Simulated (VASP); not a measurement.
# Li3Dy (P-1) in VASP: relaxation of cell and atoms with PBE

Aim: the relaxation of cell and atoms of Li3Dy with PBE.

Everything below comes from runs of VASP 6.6.1. Logs are shortened: lines on timing, memory, paths and dates and some standing lists are left out, and cuts for length are marked.

## Step 1: The cell of the first run

The typed cell holds 8 atoms: a = 3.368 Å, b = 3.802 Å, c = 14.128 Å, α = 90.40°, β = 90.72°, γ = 90.00°.

## Step 2: Relaxation of cell and atoms, PBE

Contents of INCAR:

```
ALGO = Normal
EDIFF = 1E-7
EDIFFG = -0.04
ENCUT = 750
GGA = PE
GGA_COMPAT = False
IBRION = 2
ISIF = 3
ISMEAR = 0
LASPH = True
LCHARG = False
LMAXMIX = 6
LREAL = False
LWAVE = False
NELM = 200
NELMIN = 4
NSW = 90
PREC = Accurate
SIGMA = 0.1
```

Contents of KPOINTS:

```
k-points
0
Gamma
  6 4 2
```

Contents of POSCAR:

```
Li3Dy
1.0
    3.3675136847      0.0000000000      0.0000000000
   -0.0001137516      3.8024287966      0.0000000000
   -0.1763222745     -0.0997992403     14.1263270542
Li Dy
6 2
Direct
    0.0039396822      0.0018268251      0.6033458479
    0.9877801636      0.9956335482      0.1035139443
    0.5000000000      0.5000000000      0.5000000000
    0.5000000000      0.5000000000      0.0000000000
    0.0122198364      0.0043664518      0.8964860557
    0.9960603178      0.9981731749      0.3966541521
    0.5101009037      0.5041499102      0.7502259288
    0.4898990963      0.4958500898      0.2497740712
```

Potentials or basis: VASP PAW PBE potentials, release 64 (Li_sv, Dy_3), 4f in core.

On the command line:

```console
$ cat potpaw_PBE.64/Li_sv/POTCAR potpaw_PBE.64/Dy_3/POTCAR > POTCAR
$ mpirun -np 1 vasp_std > vasp.out
```

OUTCAR:

```text
EDIFF = 1E-7
   EDIFFG = -0.04
   ENCUT = 750
   GGA = PE
   IBRION = 2
   ISIF = 3
   ISMEAR = 0
   LASPH = True
   LREAL = False
   NELM = 200
   NELMIN = 4
   NSW = 90
   PREC = Accurate

 ion  position               nearest neighbor table
   1  0.004  0.002  0.603-
   2  0.988  0.996  0.104-
   3  0.500  0.500  0.500-
   4  0.500  0.500  0.000-
   5  0.012  0.004  0.896-
   6  0.996  0.998  0.397-
   7  0.510  0.504  0.750-
   8  0.490  0.496  0.250-

  LATTYP: Found a triclinic cell.
 ALAT       =    14.4826371406
 B/A-ratio  =     0.2325207524
 C/A-ratio  =     0.2625508574
 COS(alpha) =     0.0000299155
 COS(beta)  =     0.0068975495
 COS(gamma) =     0.2203460170

  Lattice vectors:

 A1 = (  -3.1911914102,   0.0997992403, -14.1263270542)
 A2 = (  -3.3675136847,   0.0000000000,   0.0000000000)
 A3 = (  -0.0001137516,   3.8024287966,   0.0000000000)

Analysis of symmetry for initial positions (statically):
=====================================================================
 Subroutine PRICEL returns:
 Original cell was already a primitive cell.

 Routine SETGRP: Setting up the symmetry group for a
 triclinic supercell.

 Subroutine GETGRP returns: Found  2 space group operations
 (whereof  2 operations were pure point group operations)
 out of a pool of  2 trial point group operations.

The static configuration has the point symmetry S_2 .

Analysis of symmetry for dynamics (positions and initial velocities):
=====================================================================
 Subroutine PRICEL returns:
 Original cell was already a primitive cell.

 Routine SETGRP: Setting up the symmetry group for a
 triclinic supercell.

 Subroutine GETGRP returns: Found  2 space group operations
 (whereof  2 operations were pure point group operations)
 out of a pool of  2 trial point group operations.

The dynamic configuration has the point symmetry S_2 .

 Subroutine INISYM returns: Found  2 space group operations
 (whereof  2 operations are pure point group operations),
 and found     1 'primitive' translations

----------------------------------------------------------------------------------------

                                     Primitive cell

  volume of cell :     180.8838

  direct lattice vectors                    reciprocal lattice vectors
     3.367513685  0.000000000  0.000000000     0.296954992  0.000008884  0.003706602
    -0.000113752  3.802428797  0.000000000     0.000000000  0.262989803  0.001857962
    -0.176322274 -0.099799240 14.126327054     0.000000000  0.000000000  0.070789809

  length of vectors
     3.367513685  3.802428798 14.127779920     0.296978124  0.262996366  0.070789809

  position of ions in fractional coordinates (direct lattice)
     0.003939682  0.001826825  0.603345848
     0.987780164  0.995633548  0.103513944
     0.500000000  0.500000000  0.500000000
     0.500000000  0.500000000  0.000000000
     0.012219836  0.004366452  0.896486056
     0.996060318  0.998173175  0.396654152
     0.510100904  0.504149910  0.750225929
     0.489899096  0.495850090  0.249774071

  ion indices of the primitive-cell ions
   primitive index   ion index
                 1           1
                 2           2
                 3           3
                 4           4
                 5           5
                 6           6
                 7           7
                 8           8

----------------------------------------------------------------------------------------

 KPOINTS: k-points

Automatic generation of k-mesh.
 Grid dimensions read from file:
 generate k-points for:    6    4    2

 Generating k-lattice:

  Cartesian coordinates                     Fractional coordinates (reciprocal lattice)
     0.049492499  0.000001481  0.000617767     0.166666667  0.000000000  0.000000000
     0.000000000  0.065747451  0.000464491     0.000000000  0.250000000 -0.000000000
     0.000000000  0.000000000  0.035394905     0.000000000  0.000000000  0.500000000

  Length of vectors
     0.049496354  0.065749091  0.035394905

  Shift w.r.t. Gamma in fractional coordinates (k-lattice)
     0.000000000  0.000000000  0.000000000

 Subroutine IBZKPT returns following result:
 ===========================================

 Found     28 irreducible k-points:

 Following reciprocal coordinates:
            Coordinates               Weight
  0.000000  0.000000  0.000000      1.000000
  0.166667  0.000000  0.000000      2.000000
  0.333333 -0.000000 -0.000000      2.000000
  0.500000  0.000000 -0.000000      1.000000
  0.000000  0.250000  0.000000      2.000000
  0.166667  0.250000 -0.000000      2.000000
[... 16 lines left out ...]
 -0.333333  0.250000  0.500000      2.000000
 -0.166667  0.250000  0.500000      2.000000
 [... further k-points ...]
   k-points           NKPTS =     28   k-points in BZ     NKDIM =     28   number of bands    NBANDS=     23
   number of dos      NEDOS =    301   number of ions     NIONS =      8
   total plane-waves  NPLWV = 136080
   dimension x,y,z NGX =    30 NGY =   36 NGZ =  126
   dimension x,y,z NGXF=    60 NGYF=   72 NGZF=  252
   ions per type =               6   2
   NGX,Y,Z   is equivalent  to a cutoff of  14.81, 15.74, 14.83 a.u.
   NGXF,Y,Z  is equivalent  to a cutoff of  29.62, 31.48, 29.65 a.u.
 SYSTEM =  unknown system
   PREC   = accura    normal or accurate (medium, high low for compatibility)
   ISTART =      0    job   : 0-new  1-cont  2-samecut
   ICHARG =      2    charge: 1-file 2-atom 10-const
   ISPIN  =      1    spin polarized calculation?
   LNONCOLLINEAR =      F non collinear calculations
   LSORBIT =      F    spin-orbit coupling
   LASPH  =      T    aspherical Exc in radial PAW
   ENCUT  =  750.0 eV  55.12 Ry    7.42 a.u.   7.52  8.49 31.55*2*pi/ulx,y,z
   NELM   =    200;   NELMIN=  4; NELMDL= -5     # of ELM steps
   EDIFF  = 0.1E-06   stopping-criterion for ELM
   LREAL  =      F    real-space projection
   EDIFFG = -.4E-01   stopping-criterion for IOM
   NSW    =     90    number of steps for IOM
   IBRION =      2    ionic relax: 0-MD 1-quasi-New 2-CG
   NFREE  =      1    steps in history (QN), initial steepest desc. (CG)
   ISIF   =      3    stress and relaxation
   ISYM   =      2    0-nonsym 1-usesym 2-fastsym
   POTIM  = 0.5000    time-step for ionic-motion
   TEBEG  =    0.0;   TEEND  =   0.0 temperature during run
   PSTRESS=    0.0 pullay stress
   NELECT =      36.0000    total number of electrons
   NUPDOWN=      -1.0000    fix difference up-down
   EMIN   =  10.00;   EMAX   =-10.00  energy-range for DOS
   EFERMI =   0.00;   METHOD = LEGACY
   ISMEAR =     0;   SIGMA  =   0.10  broadening in eV -4-tet -1-fermi 0-gaus
   EFERMI_NEDOS =   21; number of points for ismear=-14 and -15
   IALGO  =     38    algorithm
   IMIX   =      4    mixing-type and parameters
     AMIX     =   0.40;   BMIX     =  1.00
     AMIX_MAG =   1.60;   BMIX_MAG =  1.00
  volume/ion in A,a.u.               =      22.61       152.58
  Fermi-wavevector in a.u.,A,eV,Ry     =   0.955819  1.806236 12.430152  0.913590
  Thomas-Fermi vector in A             =   2.084691
   LORBIT       =      0    0 simple, 1 ext, 2 COOP (PROOUT), +10 PAW based schemes
   GGA     = PE    functional components
   LHFCALC =     F    Hartree Fock is set to
   AEXX    =    0.0000 exact exchange contribution
   IVDW    =     0    specifies the selected vdW correction
   LEPSILON=     F    determine dielectric tensor
   LRPA    =     F    only Hartree local field effects (RPA)
 conjugate gradient relaxation of ions
 non-spin polarized calculation
 Gauss-broadening in eV      SIGMA  =   0.10
  energy-cutoff  :      750.00
  volume of cell :      180.88
 maximum number of plane-waves:      8511
   NGX = 15   NGY = 17   NGZ = 63

--------------------------------------- Ionic step        1  -------------------------------------------

 number of electron      35.9999992 magnetization

 Free energy of the ion-electron system (eV)
  ---------------------------------------------------
  ext. energy  EPLUGINS =         0.00000000
  ---------------------------------------------------
  free energy    TOTEN  =       -19.67518349 eV

  energy without entropy =      -19.62681512  energy(sigma->0) =      -19.65099931

------------------------ aborting loop because EDIFF is reached ----------------------------------------

  FORCE on cell =-STRESS in cart. coord.  units (eV):
  Direction    XX          YY          ZZ          XY          YZ          ZX
  --------------------------------------------------------------------------------------
  -------------------------------------------------------------------------------------
  Total        0.0611955     -1.2305276      1.4472690      0.0107884      0.1448354      0.0938985
  in kB        0.5420389    -10.8993907     12.8191766      0.0955580      1.2828789      0.8317057
  external PRESSURE =       0.8206083 kB  Pullay stress =       0.0000000 kB
[... 195 lines left out ...]
  energy  without entropy=      -19.7795739028  energy(sigma->0) =      -19.79074407

--------------------------------------- Ionic step        6  -------------------------------------------

 number of electron      35.9999984 magnetization

 Free energy of the ion-electron system (eV)
  ---------------------------------------------------
  ext. energy  EPLUGINS =         0.00000000
  ---------------------------------------------------
  free energy    TOTEN  =       -19.80888204 eV

  energy without entropy =      -19.78715518  energy(sigma->0) =      -19.79801861

 E-fermi :   1.5140     XC(G=0):  -8.1093

 val. band max:        1.5066367209   @ k =   0.0000   0.5000   0.0000
 cond. band min:       1.5799076028   @ k =   0.5000   0.5000   0.0000
 fundamental gap:      0.0732708819
 Fermi energy:         1.5140112659

 k-point     1 :       0.0000    0.0000    0.0000
  band No.  band energies     occupation
      1     -44.8442      2.00000
      2     -44.8436      2.00000
      3     -44.4653      2.00000
      4     -44.4637      2.00000
      5     -44.4636      2.00000
      6     -44.4620      2.00000
[... 613 lines left out ...]
     22       2.6370      0.00000
     23       3.0336      0.00000

 [... further k-points ...]
[... 5 lines left out ...]
  --------------------------------------------------------------------------------------
  -------------------------------------------------------------------------------------
  Total        0.2199565     -0.0565053     -0.1989601     -0.0094766     -0.0509503     -0.0041597
  in kB        1.9491564     -0.5007248     -1.7630958     -0.0839771     -0.4514986     -0.0368611
  external PRESSURE =      -0.1048881 kB  Pullay stress =       0.0000000 kB
[... 23 lines left out ...]
  FREE ENERGIE OF THE ION-ELECTRON SYSTEM (eV)
  ---------------------------------------------------
  free  energy   TOTEN  =       -19.8088820380 eV

  energy  without entropy=      -19.7871551803  energy(sigma->0) =      -19.79801861

 reached required accuracy - stopping structural energy minimisation
```

It took 10 min on 1 thread of Intel Xeon Platinum 8488C (Sapphire Rapids), shared host; peak memory 0.5 GiB.

What came out:

| Property | Result |
| --- | --- |
| Free energy | -19.8089 eV |
| Relaxed volume | 22.60 Å³/atom |
| Relaxed cell | a = 3.393 Å, b = 3.510 Å, c = 15.182 Å, α = 89.92°, β = 90.09°, γ = 89.96° |
| Space group after relaxing (to 0.1 Å) | Pmma (No. 51) |
| Energy gained by relaxing | 16.7 meV/atom |
| Ionic steps | 6 |
| Pressure after relaxing | 0.0 GPa |
| Largest force after relaxing | 0.022 eV/Å |
| Band gap on the k mesh | zero (bands 18 and 19 overlap by 0.65 eV) |

Forces in eV/Å, atoms in the order of the input:
```
Li   0.007  0.003 -0.005
Li   0.020  0.009  0.002
Li   0.000  0.000  0.000
Li   0.000  0.000  0.000
Li  -0.020 -0.009 -0.002
Li  -0.007 -0.003  0.005
Dy  -0.017 -0.006  0.005
Dy   0.017  0.006 -0.005
```

Step by step:
| step | energy change (eV) | largest force (eV/Å) | pressure (GPa) | volume (Å³) |
| --- | --- | --- | --- | --- |
| 1 | 0.0000 | 0.0158 | 0.08 | 180.88 |
| 2 | -0.0216 | 0.0170 | 0.03 | 181.18 |
| 3 | -0.0797 | 0.0250 | -0.12 | 181.91 |
| 4 | -0.1251 | 0.0371 | -0.22 | 182.73 |
| 5 | -0.1267 | 0.0317 | -0.20 | 182.64 |
| 6 | -0.1337 | 0.0224 | -0.01 | 180.80 |

Final structure:
```
Li Dy
1.0
     3.39251    0.00098    0.01780
     0.00118    3.51031    0.01529
    -0.10226   -0.04440   15.18144
Li Dy
6 2
Cartesian
  -0.0484 -0.0210 9.1666
  3.3506 3.4952 1.6065
  1.6457 1.7334 7.6073
  1.5946 1.7112 15.1980
  -0.0592 -0.0283 13.6080
  3.3398 3.4879 6.0479
  1.6526 1.7341 11.4021
  1.6388 1.7327 3.8125
```

Caveat: the k points lie up to 0.45 Å⁻¹ apart in the final cell, too coarse for converged energies and pressures of a metal; spin-orbit coupling is left out, which moves the levels of the heavy elements; the 4f electrons are frozen in the core, so they carry no moment and show no levels.
